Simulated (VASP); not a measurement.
# TiC (Fm-3m) in VASP: single point with r2SCAN

Aim: the single point of TiC with r2SCAN.

All numbers are computed with VASP 6.6.1; they aren't measurements. Logs are shortened: lines on timing, memory, paths and dates and some standing lists are left out, and cuts for length are marked.

## 1. The cell of the first run

It takes space group Fm-3m (No. 225, cubic). The conventional cell has a = 4.328 Å, b = 4.328 Å, c = 4.328 Å, α = 90.00°, β = 90.00°, γ = 90.00°. Within 2.9 Å of Ti (site symmetry m-3m) lie 6 C at 2.16 Å. C (site symmetry m-3m) has 6 Ti at 2.16 Å within 2.9 Å.

## 2. Single point, r2SCAN

Input file POSCAR:

```
TiC
1.0
    2.1639153953      2.1639153953      0.0000000000
   -2.1639153953      2.1639153953      0.0000000000
    0.0000000000      2.1639153953      2.1639153953
Ti C
1 1
Direct
    0.0000000000      0.0000000000      0.0000000000
    0.5000000000      0.5000000000      0.0000000000
```

Input file INCAR.step1:

```
PREC     = Accurate       # precision mode
ENCUT    = 660            # plane-wave cutoff, eV
ISMEAR   = -1             # smearing method
SIGMA    = 0.1            # smearing width, eV
LREAL    = False          # projectors in reciprocal space
LASPH    = True           # aspherical terms in the spheres
NELM     = 120            # most SCF steps
NBANDS   = 15             # bands
GGA      = PE             # functional
ALGO     = Normal         # electronic algorithm
EDIFF    = 1E-5           # SCF threshold, eV
LWAVE    = True           # write WAVECAR
LCHARG   = False          # write CHGCAR
GGA_COMPAT= False
```

Input file INCAR.step2:

```
PREC     = Accurate       # precision mode
ENCUT    = 660            # plane-wave cutoff, eV
EDIFF    = 1E-6           # SCF threshold, eV
ISMEAR   = -1             # smearing method
SIGMA    = 0.1            # smearing width, eV
LREAL    = False          # projectors in reciprocal space
LASPH    = True           # aspherical terms in the spheres
NELM     = 120            # most SCF steps
ALGO     = Normal         # electronic algorithm
ISIF     = 2              # what is computed and relaxed
LWAVE    = False          # write WAVECAR
LCHARG   = False          # write CHGCAR
METAGGA  = R2SCAN         # meta-GGA
LMIXTAU  = True         
NBANDS   = 15             # bands
ISTART   = 1            
GGA_COMPAT= False
```

Input file KPOINTS:

```
Automatic mesh
0
Gamma
  14 14 14
```

Potentials or basis: VASP PAW PBE potentials, release 64 (Ti_sv, C).

Started as:

```bash
cat potpaw_PBE.64/Ti_sv/POTCAR potpaw_PBE.64/C/POTCAR > POTCAR
cp INCAR.step1 INCAR
mpirun -np 1 vasp_std > vasp.out
cp INCAR.step2 INCAR
mpirun -np 1 vasp_std > vasp.out
```

OUTCAR:

```text
PREC = Accurate
   ENCUT = 660
   EDIFF = 1E-6
   ISMEAR = -1
   LREAL = False
   LASPH = True
   NELM = 120
   ISIF = 2
   METAGGA = R2SCAN
   ISTART = 1

 ion  position               nearest neighbor table
   1  0.000  0.000  0.000-   2 2.16   2 2.16   2 2.16   2 2.16   2 2.16   2 2.16
   2  0.500  0.500  0.000-   1 2.16   1 2.16   1 2.16   1 2.16   1 2.16   1 2.16

  LATTYP: Found a face centered cubic cell.
 ALAT       =     4.3278307906

  Lattice vectors:

 A1 = (   0.0000000000,   2.1639153953,   2.1639153953)
 A2 = (   2.1639153953,   0.0000000000,   2.1639153953)
 A3 = (   2.1639153953,   2.1639153953,   0.0000000000)

Analysis of symmetry for initial positions (statically):
=====================================================================
 Subroutine PRICEL returns:
 Original cell was already a primitive cell.

 Routine SETGRP: Setting up the symmetry group for a
 face centered cubic supercell.

 Subroutine GETGRP returns: Found 48 space group operations
 (whereof 48 operations were pure point group operations)
 out of a pool of 48 trial point group operations.

The static configuration has the point symmetry O_h .

Analysis of symmetry for dynamics (positions and initial velocities):
=====================================================================
 Subroutine PRICEL returns:
 Original cell was already a primitive cell.

 Routine SETGRP: Setting up the symmetry group for a
 face centered cubic supercell.

 Subroutine GETGRP returns: Found 48 space group operations
 (whereof 48 operations were pure point group operations)
 out of a pool of 48 trial point group operations.

The dynamic configuration has the point symmetry O_h .

 Subroutine INISYM returns: Found 48 space group operations
 (whereof 48 operations are pure point group operations),
 and found     1 'primitive' translations

----------------------------------------------------------------------------------------

                                     Primitive cell

  volume of cell :      20.2652

  direct lattice vectors                    reciprocal lattice vectors
     2.163915395  2.163915395  0.000000000     0.231062638  0.231062638 -0.231062638
    -2.163915395  2.163915395  0.000000000    -0.231062638  0.231062638 -0.231062638
     0.000000000  2.163915395  2.163915395     0.000000000  0.000000000  0.462125276

  length of vectors
     3.060238500  3.060238500  3.060238500     0.400212229  0.400212229  0.462125276

  position of ions in fractional coordinates (direct lattice)
     0.000000000  0.000000000  0.000000000
     0.500000000  0.500000000  0.000000000

  ion indices of the primitive-cell ions
   primitive index   ion index
                 1           1
                 2           2

----------------------------------------------------------------------------------------

 KPOINTS: Automatic mesh

Automatic generation of k-mesh.
 Grid dimensions read from file:
 generate k-points for:   14   14   14

 Generating k-lattice:

  Cartesian coordinates                     Fractional coordinates (reciprocal lattice)
     0.016504474  0.016504474 -0.016504474     0.071428571  0.000000000  0.000000000
    -0.016504474  0.016504474 -0.016504474     0.000000000  0.071428571  0.000000000
     0.000000000  0.000000000  0.033008948     0.000000000  0.000000000  0.071428571

  Length of vectors
     0.028586588  0.028586588  0.033008948

  Shift w.r.t. Gamma in fractional coordinates (k-lattice)
     0.000000000  0.000000000  0.000000000

 Subroutine IBZKPT returns following result:
 ===========================================

 Found    104 irreducible k-points:

 Following reciprocal coordinates:
            Coordinates               Weight
  0.000000  0.000000  0.000000      1.000000
  0.071429  0.000000  0.000000      8.000000
  0.142857  0.000000  0.000000      8.000000
  0.214286  0.000000  0.000000      8.000000
  0.285714  0.000000  0.000000      8.000000
  0.357143  0.000000  0.000000      8.000000
[... 16 lines left out ...]
  0.214286  0.142857  0.000000     24.000000
  0.285714  0.142857  0.000000     24.000000
 [... further k-points ...]
   k-points           NKPTS =    104   k-points in BZ     NKDIM =    104   number of bands    NBANDS=     15
   number of dos      NEDOS =    301   number of ions     NIONS =      2
   total plane-waves  NPLWV =  21952
   dimension x,y,z NGX =    28 NGY =   28 NGZ =   28
   dimension x,y,z NGXF=    56 NGYF=   56 NGZF=   56
   ions per type =               1   1
   NGX,Y,Z   is equivalent  to a cutoff of  15.21, 15.21, 15.21 a.u.
   NGXF,Y,Z  is equivalent  to a cutoff of  30.42, 30.42, 30.42 a.u.
 SYSTEM =  unknown system
   PREC   = accura    normal or accurate (medium, high low for compatibility)
   ISTART =      1    job   : 0-new  1-cont  2-samecut
   ICHARG =      0    charge: 1-file 2-atom 10-const
   ISPIN  =      1    spin polarized calculation?
   LNONCOLLINEAR =      F non collinear calculations
   LSORBIT =      F    spin-orbit coupling
   LASPH  =      T    aspherical Exc in radial PAW
   ENCUT  =  660.0 eV  48.51 Ry    6.96 a.u.   6.41  6.41  6.41*2*pi/ulx,y,z
   NELM   =    120;   NELMIN=  2; NELMDL=  0     # of ELM steps
   EDIFF  = 0.1E-05   stopping-criterion for ELM
   LREAL  =      F    real-space projection
   EDIFFG = 0.1E-04   stopping-criterion for IOM
   NSW    =      0    number of steps for IOM
   IBRION =     -1    ionic relax: 0-MD 1-quasi-New 2-CG
   NFREE  =      0    steps in history (QN), initial steepest desc. (CG)
   ISIF   =      2    stress and relaxation
   ISYM   =      2    0-nonsym 1-usesym 2-fastsym
   POTIM  = 0.5000    time-step for ionic-motion
   TEBEG  =    0.0;   TEEND  =   0.0 temperature during run
   PSTRESS=    0.0 pullay stress
   NELECT =      16.0000    total number of electrons
   NUPDOWN=      -1.0000    fix difference up-down
   EMIN   =  10.00;   EMAX   =-10.00  energy-range for DOS
   EFERMI =   0.00;   METHOD = LEGACY
   ISMEAR =    -1;   SIGMA  =   0.10  broadening in eV -4-tet -1-fermi 0-gaus
   EFERMI_NEDOS =   21; number of points for ismear=-14 and -15
   IALGO  =     38    algorithm
   IMIX   =      4    mixing-type and parameters
     AMIX     =   0.40;   BMIX     =  1.00
     AMIX_MAG =   1.60;   BMIX_MAG =  1.00
  volume/ion in A,a.u.               =      10.13        68.38
  Fermi-wavevector in a.u.,A,eV,Ry     =   1.513089  2.859324 31.149710  2.289439
  Thomas-Fermi vector in A             =   2.622927
   LORBIT       =      0    0 simple, 1 ext, 2 COOP (PROOUT), +10 PAW based schemes
   METAGGA = R2SCAN    functional components
   LHFCALC =     F    Hartree Fock is set to
   AEXX    =    0.0000 exact exchange contribution
   IVDW    =     0    specifies the selected vdW correction
   LEPSILON=     F    determine dielectric tensor
   LRPA    =     F    only Hartree local field effects (RPA)
 non-spin polarized calculation
  energy-cutoff  :      660.00
  volume of cell :       20.27
 maximum number of plane-waves:       801
 NGX is ok and might be reduce to    28
   NGX = 13   NGY = 13   NGZ = 13

 number of electron      16.0000001 magnetization

 Free energy of the ion-electron system (eV)
  ---------------------------------------------------
  ext. energy  EPLUGINS =         0.00000000
  ---------------------------------------------------
  free energy    TOTEN  =       -24.87728340 eV

  energy without entropy =      -24.86863566  energy(sigma->0) =      -24.87295953

 E-fermi :   9.5089     XC(G=0): -13.6027

 val. band max:        9.4294409916   @ k =  -0.1429   0.1429   0.0000
 cond. band min:       9.5509266349   @ k =  -0.3571   0.2857   0.0000
 fundamental gap:      0.1214856433
 Fermi energy:         9.5089141709

 k-point     1 :       0.0000    0.0000    0.0000
  band No.  band energies     occupation
      1     -49.4513      2.00000
      2     -24.4291      2.00000
      3     -24.4291      2.00000
      4     -24.4291      2.00000
      5      -3.6992      2.00000
      6      10.3840      0.00032
      7      10.3840      0.00032
      8      10.3840      0.00032
      9      11.1860      0.00000
     10      11.1860      0.00000
     11      11.1860      0.00000
     12      11.2417      0.00000
     13      11.2417      0.00000
     14      20.7531      0.00000
     15      24.3606      0.00000

 k-point     2 :       0.0714    0.0000    0.0000
  band No.  band energies     occupation
      1     -49.4476      2.00000
      2     -24.4558      2.00000
      3     -24.4315      2.00000
      4     -24.4315      2.00000
      5      -3.5809      2.00000
      6       9.7247      0.20711
      7       9.9165      0.03338
      8       9.9165      0.03338
      9      10.6299      0.00003
     10      10.6299      0.00003
     11      11.5673      0.00000
     12      12.4417      0.00000
     13      12.4417      0.00000
     14      20.9746      0.00000
     15      24.3806      0.00000

 k-point     3 :       0.1429    0.0000    0.0000
  band No.  band energies     occupation
      1     -49.4371      2.00000
      2     -24.5299      2.00000
      3     -24.4381      2.00000
      4     -24.4381      2.00000
      5      -3.2348      2.00000
      6       8.5756      1.99982
      7       8.9132      1.99484
      8       8.9132      1.99484
      9      10.8504      0.00000
     10      10.8504      0.00000
     11      11.9965      0.00000
     12      13.7331      0.00000
     13      13.7331      0.00000
     14      21.4605      0.00000
     15      24.3290      0.00000

 k-point     4 :       0.2143    0.0000    0.0000
  band No.  band energies     occupation
      1     -49.4219      2.00000
      2     -24.6356      2.00000
      3     -24.4477      2.00000
      4     -24.4477      2.00000
      5      -2.6898      2.00000
      6       7.2869      2.00000
      7       8.0306      2.00000
      8       8.0306      2.00000
      9      11.2382      0.00000
     10      11.2382      0.00000
     11      12.3642      0.00000
     12      15.0035      0.00000
     13      15.0035      0.00000
     14      21.5792      0.00000
     15      24.4232      0.00000
[... 307 lines left out ...]
 k-point    22 :       0.1429    0.1429    0.0000
  band No.  band energies     occupation
      1     -49.4169      2.00000
      2     -24.6352      2.00000
      3     -24.4981      2.00000
      4     -24.4381      2.00000
      5      -2.5406      2.00000
      6       7.0216      2.00000
      7       7.6624      2.00000
      8       8.1254      2.00000
      9      10.9564      0.00000
     10      11.8345      0.00000
     11      12.9068      0.00000
     12      13.6483      0.00000
     13      16.0431      0.00000
     14      22.1202      0.00000
     15      23.9741      0.00000

 k-point    23 :       0.2143    0.1429    0.0000
  band No.  band energies     occupation
      1     -49.4016      2.00000
      2     -24.7190      2.00000
      3     -24.5272      2.00000
      4     -24.4477      2.00000
      5      -1.9574      2.00000
      6       6.0415      2.00000
      7       7.1405      2.00000
      8       7.5322      2.00000
      9      11.2978      0.00000
     10      12.2140      0.00000
     11      13.1844      0.00000
     12      14.3711      0.00000
     13      17.0315      0.00000
     14      21.8101      0.00000
     15      23.9535      0.00000

 k-point    24 :       0.2857    0.1429    0.0000
  band No.  band energies     occupation
      1     -49.3868      2.00000
      2     -24.8048      2.00000
      3     -24.5449      2.00000
      4     -24.4616      2.00000
      5      -1.3043      2.00000
      6       5.0940      2.00000
      7       6.7688      2.00000
      8       7.0082      2.00000
      9      11.7408      0.00000
     10      12.4577      0.00000
     11      13.4310      0.00000
     12      15.2650      0.00000
     13      17.6940      0.00000
     14      20.8751      0.00000
     15      24.3390      0.00000

 [... further k-points ...]
[... 5 lines left out ...]
  --------------------------------------------------------------------------------------
  -------------------------------------------------------------------------------------
  Total        0.0928196      0.0928196      0.0928196      0.0000000      0.0000000      0.0000000
  in kB        7.3383660      7.3383660      7.3383660      0.0000000      0.0000000      0.0000000
  external PRESSURE =       7.3383660 kB  Pullay stress =       0.0000000 kB

 VOLUME and BASIS-vectors are now :
 -----------------------------------------------------------------------------
  energy-cutoff  :      660.00
  volume of cell :       20.27
      direct lattice vectors                 reciprocal lattice vectors
     2.163915395  2.163915395  0.000000000     0.231062638  0.231062638 -0.231062638
    -2.163915395  2.163915395  0.000000000    -0.231062638  0.231062638 -0.231062638
     0.000000000  2.163915395  2.163915395     0.000000000  0.000000000  0.462125276

 POSITION                                       TOTAL-FORCE (eV/Angst)
 -----------------------------------------------------------------------------------
      0.00000      0.00000      0.00000        -0.000000     -0.000000      0.000000
      0.00000      2.16392      0.00000         0.000000      0.000000      0.000000
 -----------------------------------------------------------------------------------
    total drift:                               -0.000000      0.000000     -0.000000

  FREE ENERGIE OF THE ION-ELECTRON SYSTEM (eV)
  ---------------------------------------------------
  free  energy   TOTEN  =       -24.8772833985 eV

  energy  without entropy=      -24.8686356588  energy(sigma->0) =      -24.87295953
```

Wall time 3.8 min (1 thread of Intel Xeon Platinum 8259CL at 2.50GHz (Skylake/Cascade Lake), shared host); peak memory 0.2 GiB.

What came out:

```yaml
Free_energy: -24.8773 eV
Pressure: 0.7 GPa
Band_gap_on_the_k_mesh: zero (bands 8 and 9 overlap by 1.33 eV)
```

Levels at points of the mesh, in eV from the Fermi level:
```
           k point  band 5  band 6  band 7  band 8  band 9  band 10  band 11  band 12
(0.00, 0.00, 0.00)  -13.21    0.88    0.88    0.88    1.68     1.68     1.68     1.73
(0.50, 0.00, 0.00)   -9.69   -6.09   -3.13   -3.13    3.16     3.16     4.40     8.55
(0.50, 0.50, 0.00)  -10.94   -3.68   -1.51   -0.14   -0.14     2.75     3.79     3.79
```

Caveat: the PAW data sets were made with another functional, which shifts forces and pressure a little.
